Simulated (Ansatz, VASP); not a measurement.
# BeSn2 in VASP and in Ansatz

```
Be Sn
1.0
     3.94438    0.00000    0.00000
    -1.97219    3.41593    0.00000
     0.00000    0.00000    4.92727
Be Sn
1 2
Direct
  0.00000 0.00000 0.50000
  0.33333 0.66667 0.74882
  0.66667 0.33333 0.25118
```

Alike in both runs: functional PBE; k mesh 12 × 12 × 10; occupations gaussian, width 0.1 eV; no spin polarisation.

Ansatz relaxed the structure, and its values are those at the end. VASP's run is a single point on that final structure, the one shown.

|  | VASP | Ansatz |
| --- | --- | --- |
| version | VASP 6.6.1 | Ansatz 0.2.0 |
| potentials or method | VASP PAW PBE potentials, release 64 (Be, Sn_d), cutoff 520 eV | scalar-relativistic, plane waves, PAW |
| valence electrons in the cell | 30 | 30 |

Ansatz gave:

```
gap on the k mesh at the Fermi level (eV) : none
pressure (GPa)                            : 0.0
```

**Question.** What did VASP give for the same quantities?

**Answer.** gap on the k mesh at the Fermi level (eV): none; pressure (GPa): -0.1.

A gap of «none» marks a metal or a gap that the smearing closes.
